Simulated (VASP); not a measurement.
# TaSi16H7 in VASP: single point with PBE

Aim: the single point of TaSi16H7 with PBE.

All numbers are computed with VASP 6.6.1; they aren't measurements. Logs are shortened: lines on timing, memory, paths and dates and some standing lists are left out, and cuts for length are marked.

## (1) The cell of the first run

The cell holds a slab with vacuum, 24 atoms: a = 7.679 Å, b = 7.679 Å, c = 19.869 Å, α = 90.00°, β = 90.00°, γ = 60.00°.

## (2) Single point, PBE

Input file INCAR:

```
ALGO = Normal
EDIFF = 1E-6
ENCUT = 520
GGA = PE
ISIF = 2
ISMEAR = -1
LASPH = T
LCHARG = T
LELF = T
LREAL = Auto
LVHAR = T
LWAVE = F
NBANDS = 59
NELM = 80
PREC = Accurate
SIGMA = 0.02
```

Input file KPOINTS:

```
k-points
0
Gamma
  2 2 1
```

Input file POSCAR:

```
TaSi16H7
1.0
    7.6791800000      0.0000000000      0.0000000000
    3.8395900000      6.6503650000      0.0000000000
    0.0000000000      0.0000000000     19.8687650000
H Si Ta
7 16 1
Direct
    0.1666667000      0.1666667000      0.0503303000
    0.6666667000      0.1666667000      0.0503303000
    0.1666667000      0.6666667000      0.0503303000
    0.6666667000      0.6666667000      0.0503303000
    0.5002351677     -0.0028240325      0.4008640782
   -0.0649861015      0.3090171636      0.4830360775
    0.5561494950      0.4593474151      0.3957736898
    0.1666667000      0.1666667000      0.1258256000
    0.6666667000      0.1666667000      0.1258256000
    0.1666667000      0.6666667000      0.1258256000
    0.6666667000      0.6666667000      0.1258256000
   -0.1664855150      0.3333299693      0.1572606345
    0.3321314593      0.3349067597      0.1664613584
   -0.1648182263      0.8323221079      0.1665949035
    0.3325887375      0.8328785172      0.1655968645
   -0.1655650920      0.3266343353      0.2710282262
    0.3233748709      0.3322202846      0.2868050464
   -0.1659595196      0.8282769817      0.2867713889
    0.3288205611      0.8398500091      0.2853755062
   -0.0057214201      0.0040923544      0.3280916472
    0.5008174874     -0.0006077655      0.3251982720
   -0.0125718166      0.4950601974      0.3291123009
    0.5051061181      0.4951103580      0.3138546752
    0.8449236697      0.3227315704      0.3973816170
```

Potentials or basis: VASP PAW PBE potentials, release 64 (H, Si, Ta_pv).

Run with:

```sh
> cat potpaw_PBE.64/H/POTCAR potpaw_PBE.64/Si/POTCAR potpaw_PBE.64/Ta_pv/POTCAR > POTCAR
> mpirun -np 1 vasp_std > vasp.out
```

OUTCAR:

```text
EDIFF = 1E-6
   ENCUT = 520
   GGA = PE
   ISIF = 2
   ISMEAR = -1
   LASPH = T
   LREAL = Auto
   NELM = 80
   PREC = Accurate

 ion  position               nearest neighbor table
   1  0.167  0.167  0.050-   8 1.50
   2  0.667  0.167  0.050-   9 1.50
   3  0.167  0.667  0.050-  10 1.50
   4  0.667  0.667  0.050-  11 1.50
   5  0.500  0.997  0.401-  21 1.50
   6  0.935  0.309  0.483-  24 1.82
   7  0.556  0.459  0.396-  23 1.66  24 1.92
   8  0.167  0.167  0.126-   1 1.50  12 2.30  15 2.36  13 2.36
   9  0.667  0.167  0.126-   2 1.50  12 2.30  14 2.37  13 2.37
  10  0.167  0.667  0.126-   3 1.50  15 2.35  14 2.35  13 2.35
  11  0.667  0.667  0.126-   4 1.50  12 2.30  15 2.36  14 2.37
  12  0.834  0.333  0.157-  16 2.26   8 2.30  11 2.30   9 2.30
  13  0.332  0.335  0.166-  10 2.35   8 2.36   9 2.37  17 2.39
  14  0.835  0.832  0.167-  10 2.35  11 2.37   9 2.37  18 2.39
  15  0.333  0.833  0.166-  10 2.35   8 2.36  11 2.36  19 2.38
  16  0.834  0.327  0.271-  12 2.26  23 2.35  20 2.43  22 2.43  24 2.51
  17  0.323  0.332  0.287-  21 2.34  23 2.36  22 2.39  13 2.39
  18  0.834  0.828  0.287-  21 2.34  22 2.37  20 2.38  14 2.39
  19  0.329  0.840  0.285-  21 2.34  23 2.36  15 2.38  20 2.38
  20  0.994  0.004  0.328-  19 2.38  18 2.38  16 2.43  24 2.53
  21  0.501  0.999  0.325-   5 1.50  17 2.34  19 2.34  18 2.34
  22  0.987  0.495  0.329-  18 2.37  17 2.39  16 2.43  24 2.50
  23  0.505  0.495  0.314-   7 1.66  16 2.35  17 2.36  19 2.36  24 2.80
  24  0.845  0.323  0.397-   6 1.82   7 1.92  22 2.50  16 2.51  20 2.53  23 2.80

  LATTYP: Found a hexagonal cell.
 ALAT       =     7.6791800344
 C/A-ratio  =     2.5873550185

  Lattice vectors:

 A1 = (  -3.8395900000,  -6.6503650000,   0.0000000000)
 A2 = (   7.6791800000,   0.0000000000,   0.0000000000)
 A3 = (   0.0000000000,   0.0000000000,  19.8687650000)

Analysis of symmetry for initial positions (statically):
=====================================================================
 Subroutine PRICEL returns:
 Original cell was already a primitive cell.

 Routine SETGRP: Setting up the symmetry group for a
 hexagonal supercell.

 Subroutine GETGRP returns: Found  1 space group operations
 (whereof  1 operations were pure point group operations)
 out of a pool of 24 trial point group operations.

The static configuration has the point symmetry C_1 .

Analysis of symmetry for dynamics (positions and initial velocities):
=====================================================================
 Subroutine PRICEL returns:
 Original cell was already a primitive cell.

 Routine SETGRP: Setting up the symmetry group for a
 hexagonal supercell.

 Subroutine GETGRP returns: Found  1 space group operations
 (whereof  1 operations were pure point group operations)
 out of a pool of 24 trial point group operations.

The dynamic configuration has the point symmetry C_1 .

 Subroutine INISYM returns: Found  1 space group operations
 (whereof  1 operations are pure point group operations),
 and found     1 'primitive' translations

----------------------------------------------------------------------------------------

                                     Primitive cell

  volume of cell :    1014.6849

  direct lattice vectors                    reciprocal lattice vectors
     7.679180000  0.000000000  0.000000000     0.130222237 -0.075183843  0.000000000
     3.839590000  6.650365000  0.000000000     0.000000000  0.150367687  0.000000000
     0.000000000  0.000000000 19.868765000     0.000000000  0.000000000  0.050330255

  length of vectors
     7.679180000  7.679180034 19.868765000     0.150367687  0.150367687  0.050330255

  position of ions in fractional coordinates (direct lattice)
     0.166666700  0.166666700  0.050330300
     0.666666700  0.166666700  0.050330300
     0.166666700  0.666666700  0.050330300
     0.666666700  0.666666700  0.050330300
     0.500235168  0.997175967  0.400864078
     0.935013899  0.309017164  0.483036078
[... 16 lines left out ...]
     0.505106118  0.495110358  0.313854675
     0.844923670  0.322731570  0.397381617

  ion indices of the primitive-cell ions
   primitive index   ion index
                 1           1
                 2           2
                 3           3
                 4           4
                 5           5
                 6           6
[... 16 lines left out ...]
                23          23
                24          24

----------------------------------------------------------------------------------------

 KPOINTS: k-points

Automatic generation of k-mesh.
 Grid dimensions read from file:
 generate k-points for:    2    2    1

 Generating k-lattice:

  Cartesian coordinates                     Fractional coordinates (reciprocal lattice)
     0.065111119 -0.037591922  0.000000000     0.500000000  0.000000000  0.000000000
     0.000000000  0.075183843  0.000000000     0.000000000  0.500000000  0.000000000
     0.000000000  0.000000000  0.050330255     0.000000000  0.000000000  1.000000000

  Length of vectors
     0.075183844  0.075183843  0.050330255

  Shift w.r.t. Gamma in fractional coordinates (k-lattice)
     0.000000000  0.000000000  0.000000000

 Subroutine IBZKPT returns following result:
 ===========================================

 Found      4 irreducible k-points:

 Following reciprocal coordinates:
            Coordinates               Weight
  0.000000  0.000000  0.000000      1.000000
  0.500000  0.000000  0.000000      1.000000
  0.500000  0.500000  0.000000      1.000000
  0.000000  0.500000  0.000000      1.000000
   k-points           NKPTS =      4   k-points in BZ     NKDIM =      4   number of bands    NBANDS=     59
   number of dos      NEDOS =    301   number of ions     NIONS =     24
   total plane-waves  NPLWV = 540000
   dimension x,y,z NGX =    60 NGY =   60 NGZ =  150
   dimension x,y,z NGXF=   120 NGYF=  120 NGZF=  300
   ions per type =               7  16   1
   NGX,Y,Z   is equivalent  to a cutoff of  12.99, 12.99, 12.55 a.u.
   NGXF,Y,Z  is equivalent  to a cutoff of  25.98, 25.98, 25.10 a.u.
 SYSTEM =  unknown system
   PREC   = accura    normal or accurate (medium, high low for compatibility)
   ISTART =      0    job   : 0-new  1-cont  2-samecut
   ICHARG =      2    charge: 1-file 2-atom 10-const
   ISPIN  =      1    spin polarized calculation?
   LNONCOLLINEAR =      F non collinear calculations
   LSORBIT =      F    spin-orbit coupling
   LASPH  =      T    aspherical Exc in radial PAW
   ENCUT  =  520.0 eV  38.22 Ry    6.18 a.u.  14.28 14.28 36.94*2*pi/ulx,y,z
   NELM   =     80;   NELMIN=  2; NELMDL= -5     # of ELM steps
   EDIFF  = 0.1E-05   stopping-criterion for ELM
   LREAL  =      T    real-space projection
   EDIFFG = 0.1E-04   stopping-criterion for IOM
   NSW    =      0    number of steps for IOM
   IBRION =     -1    ionic relax: 0-MD 1-quasi-New 2-CG
   NFREE  =      0    steps in history (QN), initial steepest desc. (CG)
   ISIF   =      2    stress and relaxation
   ISYM   =      2    0-nonsym 1-usesym 2-fastsym
   POTIM  = 0.5000    time-step for ionic-motion
   TEBEG  =    0.0;   TEEND  =   0.0 temperature during run
   PSTRESS=    0.0 pullay stress
   NELECT =      82.0000    total number of electrons
   NUPDOWN=      -1.0000    fix difference up-down
   EMIN   =  10.00;   EMAX   =-10.00  energy-range for DOS
   EFERMI =   0.00;   METHOD = LEGACY
   ISMEAR =    -1;   SIGMA  =   0.02  broadening in eV -4-tet -1-fermi 0-gaus
   EFERMI_NEDOS =   21; number of points for ismear=-14 and -15
   IALGO  =     38    algorithm
   IMIX   =      4    mixing-type and parameters
     AMIX     =   0.40;   BMIX     =  1.00
     AMIX_MAG =   1.60;   BMIX_MAG =  1.00
  volume/ion in A,a.u.               =      42.28       285.31
  Fermi-wavevector in a.u.,A,eV,Ry     =   0.707787  1.337523  6.816001  0.500962
  Thomas-Fermi vector in A             =   1.793928
   LORBIT       =      0    0 simple, 1 ext, 2 COOP (PROOUT), +10 PAW based schemes
   GGA     = PE    functional components
   LHFCALC =     F    Hartree Fock is set to
   AEXX    =    0.0000 exact exchange contribution
   IVDW    =     0    specifies the selected vdW correction
   LEPSILON=     F    determine dielectric tensor
   LRPA    =     F    only Hartree local field effects (RPA)
 non-spin polarized calculation
  energy-cutoff  :      520.00
  volume of cell :     1014.68
 maximum number of plane-waves:     27427
 NGX is ok and might be reduce to    60
   NGX = 29   NGY = 29   NGZ = 73

 number of electron      82.0000003 magnetization

 Free energy of the ion-electron system (eV)
  ---------------------------------------------------
  ext. energy  EPLUGINS =         0.00000000
  ---------------------------------------------------
  free energy    TOTEN  =      -116.64281207 eV

  energy without entropy =     -116.63377788  energy(sigma->0) =     -116.63829498

 E-fermi :  -0.7237     XC(G=0):  -4.2231

 val. band max:       -0.7780337345   @ k =   0.0000   0.5000   0.0000
 cond. band min:      -0.6859300459   @ k =   0.5000   0.5000   0.0000
 fundamental gap:      0.0921036886
 Fermi energy:        -0.7237064783

 k-point     1 :       0.0000    0.0000    0.0000
  band No.  band energies     occupation
      1     -35.7436      2.00000
      2     -35.6403      2.00000
      3     -35.5914      2.00000
      4     -12.6202      2.00000
      5     -11.5585      2.00000
      6     -10.6786      2.00000
[... 45 lines left out ...]
     52       1.0823      0.00000
     53       1.2486      0.00000

 k-point     2 :       0.5000    0.0000    0.0000
  band No.  band energies     occupation
      1     -35.7436      2.00000
      2     -35.6403      2.00000
      3     -35.5914      2.00000
      4     -12.0351      2.00000
      5     -11.8103      2.00000
      6     -10.9887      2.00000
[... 45 lines left out ...]
     52       1.9338      0.00000
     53       2.2268      0.00000

 k-point     3 :       0.5000    0.5000    0.0000
  band No.  band energies     occupation
      1     -35.7436      2.00000
      2     -35.6403      2.00000
      3     -35.5914      2.00000
      4     -12.0753      2.00000
      5     -11.7482      2.00000
      6     -11.0170      2.00000
[... 45 lines left out ...]
     52       1.8437      0.00000
     53       2.2105      0.00000

 k-point     4 :       0.0000    0.5000    0.0000
  band No.  band energies     occupation
      1     -35.7436      2.00000
      2     -35.6403      2.00000
      3     -35.5914      2.00000
      4     -12.0665      2.00000
      5     -11.7646      2.00000
      6     -11.0141      2.00000
[... 45 lines left out ...]
     52       1.8513      0.00000
     53       2.1799      0.00000
 [bands above 53 left out]

------------------------ aborting loop because EDIFF is reached ----------------------------------------

  FORCE on cell =-STRESS in cart. coord.  units (eV):
  Direction    XX          YY          ZZ          XY          YZ          ZX
  --------------------------------------------------------------------------------------
  -------------------------------------------------------------------------------------
  Total        3.6774442      3.5335122      0.0948487      0.2257768     -0.0826786     -0.1669057
  in kB        5.8066476      5.5793804      0.1497651      0.3564993     -0.1305487     -0.2635424
  external PRESSURE =       3.8452644 kB  Pullay stress =       0.0000000 kB

 VOLUME and BASIS-vectors are now :
 -----------------------------------------------------------------------------
  energy-cutoff  :      520.00
  volume of cell :     1014.68
      direct lattice vectors                 reciprocal lattice vectors
     7.679180000  0.000000000  0.000000000     0.130222237 -0.075183843  0.000000000
     3.839590000  6.650365000  0.000000000     0.000000000  0.150367687  0.000000000
     0.000000000  0.000000000 19.868765000     0.000000000  0.000000000  0.050330255

 POSITION                                       TOTAL-FORCE (eV/Angst)
 -----------------------------------------------------------------------------------
      1.91980      1.10839      1.00000         0.074899     -0.041329     -0.074425
      5.75939      1.10839      1.00000        -0.090415     -0.038250     -0.076267
      3.83959      4.43358      1.00000        -0.003346     -0.010620     -0.032587
      7.67918      4.43358      1.00000        -0.000804      0.082551     -0.077342
      7.67014      6.63158      7.96467        -0.008331      0.010083     -0.010045
      8.36664      2.05508      9.59733        -0.055086     -0.001633     -0.059241
[... 16 lines left out ...]
      5.77982      3.29266      6.23590         0.003908      0.017846      0.001053
      7.72748      2.14628      7.89548         0.017659     -0.057051      0.080674
 -----------------------------------------------------------------------------------
    total drift:                                0.002946     -0.000562     -0.017727

  FREE ENERGIE OF THE ION-ELECTRON SYSTEM (eV)
  ---------------------------------------------------
  free  energy   TOTEN  =      -116.6428120708 eV

  energy  without entropy=     -116.6337778830  energy(sigma->0) =     -116.63829498
```

Wall time 14 min (1 thread of AMD EPYC 7R43 (Zen 3), shared host); peak memory 1 GiB.

Results:

| Item | Value |
| --- | --- |
| Free energy | -116.6428 eV |
| Largest force | 0.592 eV/Å |
| Band gap on the k mesh | zero (bands 41 and 42 overlap by 0.13 eV) |

Forces on the atoms (eV/Å):
```
H    0.075 -0.041 -0.074
H   -0.090 -0.038 -0.076
H   -0.003 -0.011 -0.033
H   -0.001  0.083 -0.077
H   -0.008  0.010 -0.010
H   -0.055 -0.002 -0.059
H   -0.002  0.010 -0.023
Si   0.506 -0.230 -0.107
Si  -0.501 -0.305  0.084
Si  -0.036 -0.006  0.283
Si   0.065  0.568 -0.001
Si  -0.005 -0.006  0.007
Si   0.003 -0.044  0.005
Si  -0.027  0.021 -0.010
Si   0.026  0.012  0.001
Si  -0.013 -0.011 -0.005
Si  -0.006  0.040 -0.005
Si   0.049  0.001  0.019
Si  -0.042 -0.011  0.010
Si   0.008  0.023  0.012
Si   0.024 -0.034 -0.032
Si   0.013  0.011  0.011
Si   0.004  0.018  0.001
Ta   0.018 -0.057  0.081
```

Levels at points of the mesh, in eV from the Fermi level:
| k point | band 38 | band 39 | band 40 | band 41 | band 42 | band 43 | band 44 | band 45 |
| --- | --- | --- | --- | --- | --- | --- | --- | --- |
| (0.00, 0.00, 0.00) | -1.21 | -0.73 | -0.70 | -0.35 | -0.09 | 0.55 | 0.90 | 0.99 |
| (0.50, 0.00, 0.00) | -1.68 | -1.41 | -1.22 | -0.06 | 0.36 | 0.71 | 1.03 | 1.26 |
| (0.50, 0.50, 0.00) | -1.64 | -1.37 | -1.24 | 0.04 | 0.27 | 0.73 | 1.09 | 1.22 |
| (0.00, 0.50, 0.00) | -1.62 | -1.37 | -1.26 | -0.05 | 0.32 | 0.73 | 1.07 | 1.25 |

Caveat: the k points lie up to 0.47 Å⁻¹ apart; there is no dipole correction, which matters where the two faces differ; spin-orbit coupling is left out, which moves the levels of the heavy elements.

The gap in the log of VASP goes by the Fermi energy; the results here count the filled bands.